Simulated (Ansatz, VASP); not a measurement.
## Pb: VASP beside Ansatz

```
CELL_PARAMETERS angstrom
0.00000 2.51946 2.51946
2.51946 0.00000 2.51946
2.51946 2.51946 0.00000
ATOMIC_POSITIONS crystal
Pb 0.00000 0.00000 0.00000
```

Change from the starting cell: volume scaled by 1.03, PAW files.

Alike in both runs: task electric field gradients; functional LDA; k mesh 13 × 13 × 13; occupations fermi-dirac, width 0.05 eV; no spin polarisation.

|  | VASP | Ansatz |
| --- | --- | --- |
| version | VASP 6.6.1 | Ansatz 0.2.0 |
| potentials or method | VASP PAW LDA potentials, release 64 (Pb_d) | PAW with Ansatz's default frozen-core files, scalar-relativistic |
| plane-wave cutoff (eV) | 520 | 420 |
| valence electrons in the cell | 14 | 14 |

```tsv
	VASP	Ansatz	Ansatz less VASP
pressure (GPa)	-3.9	-3.9	-0.01
```

LDA's correlation is that of Perdew and Zunger in VASP and of Perdew and Wang (1992) in Ansatz.

Spin-orbit coupling is off throughout.
